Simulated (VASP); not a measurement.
K: single point with LDA

K:

```xyz
1
Lattice="-2.6976 2.6976 2.6976 2.6976 -2.6976 2.6976 2.6976 2.6976 -2.6976" Properties=species:S:1:pos:R:3 pbc="T T T"
K     0.0000    0.0000    0.0000
```

```
Program             : VASP 6.6.1
Task                : single point
Functional          : LDA
Potentials or basis : VASP PAW LDA potentials, release 64 (K_sv)
Cutoff              : 520 eV
k mesh              : 7 × 7 × 7
Occupations         : fermi-dirac, width 0.05 eV
Spin                : no spin polarisation
```

| Quantity | Value |
| --- | --- |
| Pressure | -0.6 GPa |
| Band gap on the k mesh | zero (an odd number of electrons rules out a gap without spin polarisation) |

Levels at points of the mesh, in eV from the Fermi level:
| k point | band 1 | band 2 | band 3 | band 4 | band 5 | band 6 | band 7 | band 8 | band 9 | band 10 |
| --- | --- | --- | --- | --- | --- | --- | --- | --- | --- | --- |
| (0.00, 0.00, 0.00) | -31.86 | -15.54 | -15.54 | -15.54 | -2.07 | 4.10 | 4.10 | 4.10 | 4.99 | 4.99 |

Wall time 18 s on 1 thread of Intel Xeon 8259CL, on a shared host, peak memory 0.16 GiB.
